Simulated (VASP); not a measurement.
# Na (P-1) in VASP: a series of runs

The runs below take Na through single point, with PBEsol.

Everything below comes from runs of VASP 6.6.1. Logs are shortened: lines on timing, memory, paths and dates and some standing lists are left out, and cuts for length are marked.

## Step 1: The cell of the first run

The typed cell holds 2 atoms: a = 3.894 Å, b = 4.165 Å, c = 7.578 Å, α = 102.64°, β = 104.39°, γ = 88.70°.

## Step 2: Single point, PBEsol (K replaced by Na, lengths x 0.891, strained)

INCAR

```
  ALGO = Normal
  EDIFF = 1E-7
  ENCUT = 520
  GGA = PS
  ISIF = 2
  ISMEAR = 0
  LASPH = True
  LCHARG = False
  LREAL = False
  LWAVE = False
  NBANDS = 14
  NELM = 100
  PREC = Accurate
  SIGMA = 0.1
```

KPOINTS

```
k-points
0
Gamma
  6 4 4
```

POSCAR

```
Na
1.0
    3.8934099003      0.0459611639      0.0147830604
    0.0446806275      4.1627085798      0.1263337111
   -1.8884274914     -1.8537635540      7.1004469443
Na
2
Direct
    0.3490295755      0.6260226266      0.7346524735
    0.6509704245      0.3739773734      0.2653475265
```

Potentials or basis: VASP PAW PBE potentials, release 64 (Na_pv).

Started as:

```bash
$ cat potpaw_PBE.64/Na_pv/POTCAR > POTCAR
$ mpirun -np 1 vasp_std > vasp.out
```

OUTCAR:

```text
EDIFF = 1E-7
   ENCUT = 520
   GGA = PS
   ISIF = 2
   ISMEAR = 0
   LASPH = True
   LREAL = False
   NELM = 100
   PREC = Accurate

 ion  position               nearest neighbor table
   1  0.349  0.626  0.735-
   2  0.651  0.374  0.265-

  LATTYP: Found a triclinic cell.
 ALAT       =     7.6101643847
 B/A-ratio  =     1.2366787061
 C/A-ratio  =     1.5179072120
 COS(alpha) =     0.0038918480
 COS(beta)  =     0.5991328171
 COS(gamma) =     0.7905861096

  Lattice vectors:

 A1 = (  -2.0049824089,   1.8078023901,  -7.1152300047)
 A2 = (   1.9331081189,   6.0164721338,  -6.9741132332)
 A3 = (  -5.9877535642,  -6.5635759334,  -7.3826804873)

Analysis of symmetry for initial positions (statically):
=====================================================================
 Subroutine PRICEL returns:
 Original cell was already a primitive cell.

 Routine SETGRP: Setting up the symmetry group for a
 triclinic supercell.

 Subroutine GETGRP returns: Found  2 space group operations
 (whereof  2 operations were pure point group operations)
 out of a pool of  2 trial point group operations.

The static configuration has the point symmetry S_2 .

Analysis of symmetry for dynamics (positions and initial velocities):
=====================================================================
 Subroutine PRICEL returns:
 Original cell was already a primitive cell.

 Routine SETGRP: Setting up the symmetry group for a
 triclinic supercell.

 Subroutine GETGRP returns: Found  2 space group operations
 (whereof  2 operations were pure point group operations)
 out of a pool of  2 trial point group operations.

The dynamic configuration has the point symmetry S_2 .

 Subroutine INISYM returns: Found  2 space group operations
 (whereof  2 operations are pure point group operations),
 and found     1 'primitive' translations

----------------------------------------------------------------------------------------

                                     Primitive cell

  volume of cell :     116.0791

  direct lattice vectors                    reciprocal lattice vectors
     3.893409900  0.045961164  0.014783060     0.256646367 -0.004788324  0.067007279
     0.044680628  4.162708580  0.126333711    -0.003047483  0.238396598  0.061429369
    -1.888427491 -1.853763554  7.100446944    -0.000480113 -0.004231669  0.139603723

  length of vectors
     3.893709237  4.164864858  7.577528919     0.265292784  0.246202746  0.139668668

  position of ions in fractional coordinates (direct lattice)
     0.349029575  0.626022627  0.734652473
     0.650970425  0.373977373  0.265347527

  ion indices of the primitive-cell ions
   primitive index   ion index
                 1           1
                 2           2

----------------------------------------------------------------------------------------

 KPOINTS: k-points

Automatic generation of k-mesh.
 Grid dimensions read from file:
 generate k-points for:    6    4    4

 Generating k-lattice:

  Cartesian coordinates                     Fractional coordinates (reciprocal lattice)
     0.042774394 -0.000798054  0.011167880     0.166666667  0.000000000  0.000000000
    -0.000761871  0.059599149  0.015357342     0.000000000  0.250000000  0.000000000
    -0.000120028 -0.001057917  0.034900931    -0.000000000 -0.000000000  0.250000000

  Length of vectors
     0.044215464  0.061550687  0.034917167

  Shift w.r.t. Gamma in fractional coordinates (k-lattice)
     0.000000000  0.000000000  0.000000000

 Subroutine IBZKPT returns following result:
 ===========================================

 Found     52 irreducible k-points:

 Following reciprocal coordinates:
            Coordinates               Weight
  0.000000  0.000000  0.000000      1.000000
  0.166667  0.000000  0.000000      2.000000
  0.333333  0.000000 -0.000000      2.000000
  0.500000  0.000000 -0.000000      1.000000
  0.000000  0.250000  0.000000      2.000000
  0.166667  0.250000  0.000000      2.000000
[... 16 lines left out ...]
  0.333333  0.250000  0.250000      2.000000
  0.500000  0.250000  0.250000      2.000000
 [... further k-points ...]
   k-points           NKPTS =     52   k-points in BZ     NKDIM =     52   number of bands    NBANDS=     14
   number of dos      NEDOS =    301   number of ions     NIONS =      2
   total plane-waves  NPLWV =  53760
   dimension x,y,z NGX =    30 NGY =   32 NGZ =   56
   dimension x,y,z NGXF=    60 NGYF=   64 NGZF=  112
   ions per type =               2
   NGX,Y,Z   is equivalent  to a cutoff of  12.81, 12.77, 12.29 a.u.
   NGXF,Y,Z  is equivalent  to a cutoff of  25.62, 25.55, 24.57 a.u.
 SYSTEM =  unknown system
   PREC   = accura    normal or accurate (medium, high low for compatibility)
   ISTART =      0    job   : 0-new  1-cont  2-samecut
   ICHARG =      2    charge: 1-file 2-atom 10-const
   ISPIN  =      1    spin polarized calculation?
   LNONCOLLINEAR =      F non collinear calculations
   LSORBIT =      F    spin-orbit coupling
   LASPH  =      T    aspherical Exc in radial PAW
   ENCUT  =  520.0 eV  38.22 Ry    6.18 a.u.   7.24  7.74 14.09*2*pi/ulx,y,z
   NELM   =    100;   NELMIN=  2; NELMDL= -5     # of ELM steps
   EDIFF  = 0.1E-06   stopping-criterion for ELM
   LREAL  =      F    real-space projection
   EDIFFG = 0.1E-05   stopping-criterion for IOM
   NSW    =      0    number of steps for IOM
   IBRION =     -1    ionic relax: 0-MD 1-quasi-New 2-CG
   NFREE  =      0    steps in history (QN), initial steepest desc. (CG)
   ISIF   =      2    stress and relaxation
   ISYM   =      2    0-nonsym 1-usesym 2-fastsym
   POTIM  = 0.5000    time-step for ionic-motion
   TEBEG  =    0.0;   TEEND  =   0.0 temperature during run
   PSTRESS=    0.0 pullay stress
   NELECT =      14.0000    total number of electrons
   NUPDOWN=      -1.0000    fix difference up-down
   EMIN   =  10.00;   EMAX   =-10.00  energy-range for DOS
   EFERMI =   0.00;   METHOD = LEGACY
   ISMEAR =     0;   SIGMA  =   0.10  broadening in eV -4-tet -1-fermi 0-gaus
   EFERMI_NEDOS =   21; number of points for ismear=-14 and -15
   IALGO  =     38    algorithm
   IMIX   =      4    mixing-type and parameters
     AMIX     =   0.40;   BMIX     =  1.00
     AMIX_MAG =   1.60;   BMIX_MAG =  1.00
  volume/ion in A,a.u.               =      58.04       391.67
  Fermi-wavevector in a.u.,A,eV,Ry     =   0.808847  1.528498  8.901377  0.654233
  Thomas-Fermi vector in A             =   1.917728
   LORBIT       =      0    0 simple, 1 ext, 2 COOP (PROOUT), +10 PAW based schemes
   GGA     = PS    functional components
   LHFCALC =     F    Hartree Fock is set to
   AEXX    =    0.0000 exact exchange contribution
   IVDW    =     0    specifies the selected vdW correction
   LEPSILON=     F    determine dielectric tensor
   LRPA    =     F    only Hartree local field effects (RPA)
 non-spin polarized calculation
 Gauss-broadening in eV      SIGMA  =   0.10
  energy-cutoff  :      520.00
  volume of cell :      116.08
 maximum number of plane-waves:      3144
 NGX is ok and might be reduce to    30
   NGX = 15   NGY = 15   NGZ = 29

 number of electron      13.9999992 magnetization

 Free energy of the ion-electron system (eV)
  ---------------------------------------------------
  ext. energy  EPLUGINS =         0.00000000
  ---------------------------------------------------
  free energy    TOTEN  =        -2.39310600 eV

  energy without entropy =       -2.38437080  energy(sigma->0) =       -2.38873840

 E-fermi :  -0.6758     XC(G=0):  -5.4199

 val. band max:       -0.6873612536   @ k =   0.3333   0.2500   0.2500
 cond. band min:      -0.6659281657   @ k =   0.1667   0.5000   0.2500
 fundamental gap:      0.0214330879
 Fermi energy:        -0.6757921787

 k-point     1 :       0.0000    0.0000    0.0000
  band No.  band energies     occupation
      1     -25.9466      2.00000
      2     -25.9429      2.00000
      3     -25.9425      2.00000
      4     -25.9385      2.00000
      5     -25.9367      2.00000
      6     -25.9355      2.00000
      7      -3.1546      2.00000
      8      -0.2152      0.00000
      9      -0.1849      0.00000
     10       5.6462      0.00000
     11       5.6701      0.00000
     12       6.2198      0.00000
     13       6.2617      0.00000
     14       7.0251      0.00000

 k-point     2 :       0.1667    0.0000    0.0000
  band No.  band energies     occupation
      1     -25.9459      2.00000
      2     -25.9427      2.00000
      3     -25.9422      2.00000
      4     -25.9415      2.00000
      5     -25.9394      2.00000
      6     -25.9357      2.00000
      7      -2.8549      2.00000
      8      -0.3680      0.00001
      9       0.5428      0.00000
     10       4.0397      0.00000
     11       4.6110      0.00000
     12       5.9287      0.00000
     13       6.1055      0.00000
     14       6.4894      0.00000

 k-point     3 :       0.3333    0.0000   -0.0000
  band No.  band energies     occupation
      1     -25.9476      2.00000
      2     -25.9468      2.00000
      3     -25.9423      2.00000
      4     -25.9419      2.00000
      5     -25.9416      2.00000
      6     -25.9368      2.00000
      7      -1.9630      2.00000
      8       0.0423      0.00000
      9       1.4341      0.00000
     10       1.9603      0.00000
     11       2.5922      0.00000
     12       5.9466      0.00000
     13       6.5945      0.00000
     14       6.9588      0.00000
[... 324 lines left out ...]
 k-point    23 :       0.3333    0.2500    0.2500
  band No.  band energies     occupation
      1     -25.9475      2.00000
      2     -25.9464      2.00000
      3     -25.9450      2.00000
      4     -25.9441      2.00000
      5     -25.9400      2.00000
      6     -25.9380      2.00000
      7      -0.8969      1.99823
      8      -0.6874      1.12996
      9       1.8083      0.00000
     10       2.8552      0.00000
     11       4.4815      0.00000
     12       4.6625      0.00000
     13       4.9128      0.00000
     14       5.0811      0.00000

 k-point    24 :       0.5000    0.2500    0.2500
  band No.  band energies     occupation
      1     -25.9500      2.00000
      2     -25.9494      2.00000
      3     -25.9445      2.00000
      4     -25.9442      2.00000
      5     -25.9399      2.00000
      6     -25.9378      2.00000
      7      -0.0408      0.00000
      8       0.3039      0.00000
      9       0.8114      0.00000
     10       2.2313      0.00000
     11       3.3878      0.00000
     12       4.1690      0.00000
     13       4.4857      0.00000
     14       5.3986      0.00000

 [... further k-points ...]
[... 5 lines left out ...]
  --------------------------------------------------------------------------------------
  -------------------------------------------------------------------------------------
  Total       -0.8574771     -0.9053052     -0.9176002      0.0359036      0.0264724      0.1202353
  in kB      -11.8352935    -12.4954384    -12.6651392      0.4955575      0.3653842      1.6595435
  external PRESSURE =     -12.3319570 kB  Pullay stress =       0.0000000 kB

 VOLUME and BASIS-vectors are now :
 -----------------------------------------------------------------------------
  energy-cutoff  :      520.00
  volume of cell :      116.08
      direct lattice vectors                 reciprocal lattice vectors
     3.893409900  0.045961164  0.014783060     0.256646367 -0.004788324  0.067007279
     0.044680628  4.162708580  0.126333711    -0.003047483  0.238396598  0.061429369
    -1.888427491 -1.853763554  7.100446944    -0.000480113 -0.004231669  0.139603723

 POSITION                                       TOTAL-FORCE (eV/Angst)
 -----------------------------------------------------------------------------------
     -0.00045      1.26012      5.30061         0.002190      0.015249      0.033590
      2.05011      1.09479      1.94096        -0.002190     -0.015249     -0.033590
 -----------------------------------------------------------------------------------
    total drift:                                0.000000      0.000000     -0.000000

  FREE ENERGIE OF THE ION-ELECTRON SYSTEM (eV)
  ---------------------------------------------------
  free  energy   TOTEN  =        -2.3931060000 eV

  energy  without entropy=       -2.3843707994  energy(sigma->0) =       -2.38873840
```

Run time: 88 s. Hardware: 1 thread of AMD EPYC 7R13, shared host; peak memory 0.21 GiB.

Results:

```
Free energy            : -2.3931 eV
Pressure               : -1.2 GPa
Largest force          : 0.037 eV/Å
Band gap on the k mesh : zero (band 7 reaches 1.47 eV, above the bottom of band 8 at -2.30 eV)
```

Forces in eV/Å, atoms in the order of the input:
```
Na   0.002  0.015  0.034
Na  -0.002 -0.015 -0.034
```

Stress tensor (GPa, compression positive):
```
-1.18  0.05  0.17
 0.05 -1.25  0.04
 0.17  0.04 -1.27
```

Caveat: the k points lie up to 0.39 Å⁻¹ apart; the cell differs from its parent crystal (K replaced by Na, lengths x 0.891, strained); the PAW data sets were made with another functional, which shifts forces and pressure a little.

## Step 3: Single point, PBEsol (K replaced by Na, lengths x 0.891, strained)

INCAR

```
SYSTEM = Na
PREC     = Accurate       ! precision mode
ENCUT    = 520            ! plane-wave cutoff, eV
EDIFF    = 1E-6           ! SCF threshold, eV
ISMEAR   = 0              ! smearing method
SIGMA    = 0.1            ! smearing width, eV
LREAL    = .FALSE.        ! projectors in reciprocal space
LASPH    = .TRUE.         ! aspherical terms in the spheres
NELM     = 80             ! most SCF steps
ALGO     = Fast           ! electronic algorithm
ISIF     = 2              ! what is computed and relaxed
LWAVE    = .FALSE.        ! write WAVECAR
LCHARG   = .TRUE.         ! write CHGCAR
GGA      = PS             ! functional
LELF     = .TRUE.         ! ELF
LVHAR    = .TRUE.       
NBANDS   = 14             ! bands
```

KPOINTS

```
Automatic mesh
0
G
  12 10 6
  0 0 0
```

POSCAR is that of step 2.

Potentials or basis: VASP PAW PBE potentials, release 64 (Na_pv).

Started as:

```bash
$ cat potpaw_PBE.64/Na_pv/POTCAR > POTCAR
$ mpirun -np 1 vasp_std > vasp.out
```

OUTCAR:

```text
SYSTEM = Na
   PREC = Accurate
   ENCUT = 520
   EDIFF = 1E-6
   ISMEAR = 0
   LREAL = .FALSE.
   LASPH = .TRUE.
   NELM = 80
   ISIF = 2
   GGA = PS

 ion  position               nearest neighbor table
   1  0.349  0.626  0.735-
   2  0.651  0.374  0.265-

  LATTYP: Found a triclinic cell.
 ALAT       =     7.6101643847
 B/A-ratio  =     1.2366787061
 C/A-ratio  =     1.5179072120
 COS(alpha) =     0.0038918480
 COS(beta)  =     0.5991328171
 COS(gamma) =     0.7905861096
[... 589 lines left out ...]
      7      -1.5574      2.00000
      8      -0.0036      0.00000
      9       1.7407      0.00000
     10       2.7222      0.00000
     11       3.1646      0.00000
     12       3.7711      0.00000
     13       5.5579      0.00000
     14       6.0195      0.00000

 [... further k-points ...]
[... 5 lines left out ...]
  --------------------------------------------------------------------------------------
  -------------------------------------------------------------------------------------
  Total       -0.8353735     -1.0252956     -0.9291774      0.0265676      0.0058966      0.0532178
  in kB      -11.5302082    -14.1516014    -12.8249339      0.3666985      0.0813870      0.7345367
  external PRESSURE =     -12.8355811 kB  Pullay stress =       0.0000000 kB

 VOLUME and BASIS-vectors are now :
 -----------------------------------------------------------------------------
  energy-cutoff  :      520.00
  volume of cell :      116.08
      direct lattice vectors                 reciprocal lattice vectors
     3.893409900  0.045961164  0.014783060     0.256646367 -0.004788324  0.067007279
     0.044680628  4.162708580  0.126333711    -0.003047483  0.238396598  0.061429369
    -1.888427491 -1.853763554  7.100446944    -0.000480113 -0.004231669  0.139603723

 POSITION                                       TOTAL-FORCE (eV/Angst)
 -----------------------------------------------------------------------------------
     -0.00045      1.26012      5.30061         0.002176      0.017542      0.037549
      2.05011      1.09479      1.94096        -0.002176     -0.017542     -0.037549
 -----------------------------------------------------------------------------------
    total drift:                                0.000000      0.000000     -0.000000

  FREE ENERGIE OF THE ION-ELECTRON SYSTEM (eV)
  ---------------------------------------------------
  free  energy   TOTEN  =        -2.4150933862 eV

  energy  without entropy=       -2.4092193193  energy(sigma->0) =       -2.41215635
```

stdout:

```text
POSCAR found type information on POSCAR Na
 POSCAR found :  1 types and       2 ions
 scaLAPACK will be used
 -----------------------------------------------------------------------------
|                                                                             |
|                                                                             |
|     You enforced a specific xc type in the INCAR file but a different       |
|     I HOPE YOU KNOW WHAT YOU ARE DOING!                                     |
|                                                                             |
 -----------------------------------------------------------------------------

 LDA part: xc-table for (Slater+PW92), standard interpolation
 POSCAR, INCAR and KPOINTS ok, starting setup
 FFT: planning ... GRIDC
 FFT: planning ... GRID_SOFT
 FFT: planning ... GRID
 WAVECAR not read
 entering main loop
```

Wall time 13 min (1 thread of AMD EPYC 7R13, shared host); peak memory 0.51 GiB.

What came out:

* Free energy: -2.4151 eV
* Pressure: -1.3 GPa
* Largest force: 0.042 eV/Å
* Band gap on the k mesh: zero (band 7 reaches 1.47 eV, above the bottom of band 8 at -2.30 eV)

Forces in eV/Å, atoms in the order of the input:
```
Na   0.002  0.018  0.038
Na  -0.002 -0.018 -0.038
```

Levels at points of the mesh, in eV from the Fermi level:
```csv
k point,band 3,band 4,band 5,band 6,band 7,band 8,band 9,band 10,band 11,band 12
"(0.00, 0.00, 0.00)",-25.25,-25.25,-25.25,-25.25,-2.46,0.48,0.51,6.34,6.37,6.92
"(0.50, 0.00, 0.00)",-25.25,-25.25,-25.25,-25.25,0.17,0.23,1.58,1.89,4.36,4.50
"(0.00, 0.50, 0.00)",-25.26,-25.25,-25.25,-25.25,-0.33,0.00,1.52,1.73,3.69,4.00
"(0.50, 0.50, 0.00)",-25.26,-25.26,-25.25,-25.25,2.17,2.19,2.47,2.72,2.94,3.26
"(0.00, 0.00, 0.50)",-25.25,-25.25,-25.25,-25.25,-1.81,-1.60,3.97,4.11,5.99,6.14
"(0.50, 0.00, 0.50)",-25.25,-25.25,-25.25,-25.25,0.21,0.26,1.45,1.81,4.50,4.71
"(0.00, 0.50, 0.50)",-25.26,-25.25,-25.25,-25.25,-0.16,0.13,1.09,1.23,4.48,4.76
"(0.50, 0.50, 0.50)",-25.26,-25.26,-25.25,-25.25,2.02,2.04,2.64,2.86,3.15,3.39
```

Caveat: the cell differs from its parent crystal (K replaced by Na, lengths x 0.891, strained); the PAW data sets were made with another functional, which shifts forces and pressure a little.
